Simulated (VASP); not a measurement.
# NaCl: relaxation of cell and atoms with PBEsol

The system is NaCl.

```
Na Cl
1.0
     0.00000    2.80095    2.80095
     2.80095    0.00000    2.80095
     2.80095    2.80095    0.00000
Na Cl
1 1
Direct
  0.00000 0.00000 0.00000
  0.50000 0.50000 0.50000
```

```
Program                : VASP 6.6.1
Task                   : relaxation of cell and atoms
Functional             : PBEsol
Potentials or basis    : VASP PAW PBE potentials, release 64 (Na_pv, Cl)
Cutoff                 : 600 eV
k mesh                 : 8 × 8 × 8
Occupations            : gaussian, width 0.01 eV
Spin                   : no spin polarisation
Target pressure        : 4 GPa
Dipole correction      : no
Further INCAR settings : ALGO = Normal; EDIFF = 1e-06; IBRION = 2; EDIFFG = -0.002; NSW = 100; ISIF = 3
```

```
Relaxed volume                                         : 19.56 Å³/atom
Relaxed cell                                           : a = 3.810 Å, b = 3.810 Å, c = 3.810 Å, α = 60.00°, β = 60.00°, γ = 60.00°
Space group after relaxing (to 0.05 Å)                 : Fm-3m (No. 225)
Energy change on relaxing (the enthalpy is what falls) : +27.7 meV/atom
Ionic steps                                            : 4
Pressure after relaxing                                : 4.0 GPa
Band gap on the k mesh                                 : 5.49 eV, direct
```

Step by step:
| step | energy change (eV) | largest force (eV/Å) | pressure (GPa) | volume (Å³) |
| --- | --- | --- | --- | --- |
| 1 | 0.0000 | 0.0000 | 0.05 | 43.95 |
| 2 | 0.0252 | 0.0000 | 2.43 | 40.59 |
| 3 | 0.0617 | 0.0000 | 4.27 | 38.87 |
| 4 | 0.0555 | 0.0000 | 3.98 | 39.11 |

Final structure:
```
CELL_PARAMETERS angstrom
0.00000 2.69421 2.69421
2.69421 0.00000 2.69421
2.69421 2.69421 0.00000
ATOMIC_POSITIONS crystal
Na 0.00000 0.00000 0.00000
Cl 0.50000 0.50000 0.50000
```

Levels at points of the mesh, in eV from the valence-band top:
| k point | band 3 | band 4 | band 5 | band 6 | band 7 | band 8 | band 9 | band 10 | band 11 |
| --- | --- | --- | --- | --- | --- | --- | --- | --- | --- |
| (0.00, 0.00, 0.00) | -20.44 | -13.00 | 0.00 | 0.00 | 0.00 | 5.49 | 11.10 | 11.10 | 11.10 |
| (0.50, 0.00, 0.00) | -20.44 | -12.48 | -2.43 | -0.36 | -0.36 | 7.29 | 11.17 | 11.17 | 11.64 |
| (0.50, 0.50, 0.00) | -20.45 | -12.43 | -2.11 | -0.76 | -0.76 | 7.72 | 7.81 | 12.13 | 15.87 |

Run time: 25 s on 1 thread of Intel(R) Xeon(R) Platinum 8488C (Sapphire Rapids), with other jobs on the host, peak memory 0.18 GiB.

Caveat: the cell is relaxed towards a set pressure, so the enthalpy falls and the energy may rise; the PAW data sets were made with another functional, which shifts forces and pressure a little. PBEsol gaps usually lie below the measured ones, often by a third to a half.
